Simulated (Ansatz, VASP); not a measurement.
## ZnInO: VASP beside Ansatz

```
Zn In O
1.0
     3.00577    0.00000    0.00000
     0.00000    3.00577    0.00000
     0.00000    0.00000   11.00539
Zn In O
2 2 2
Direct
  0.00000 0.50000 0.40135
  0.50000 0.00000 0.59865
  0.00000 0.50000 0.86878
  0.50000 0.00000 0.13122
  0.00000 0.50000 0.60075
  0.50000 0.00000 0.39925
```

Change from the starting cell: species swapped into the TaMoN type (P4/nmm, No. 129).

Alike in both runs: functional PBE; k mesh 12 × 12 × 4; occupations gaussian, width 0.1 eV; no spin polarisation.

Ansatz relaxed the structure, and its values are those at the end. VASP's run is a single point on that final structure, the one shown.

```csv
,VASP,Ansatz
version,VASP 6.6.1,Ansatz 0.2.0
potentials or method,"VASP PAW PBE potentials, release 64 (Zn, In_d, O), cutoff 520 eV","scalar-relativistic, plane waves, PAW"
valence electrons in the cell,62,62
```

VASP gave:

- gap on the k mesh at the Fermi level (eV): none
- pressure (GPa): 0.3
- rms of the force components (eV/Å): 0.015

**Question.** What did Ansatz give for the same quantities?

**Answer.** gap on the k mesh at the Fermi level (eV): none; pressure (GPa): 0.0; rms of the force components (eV/Å): 0.001.

A gap of «none» marks a metal or a gap that the smearing closes.
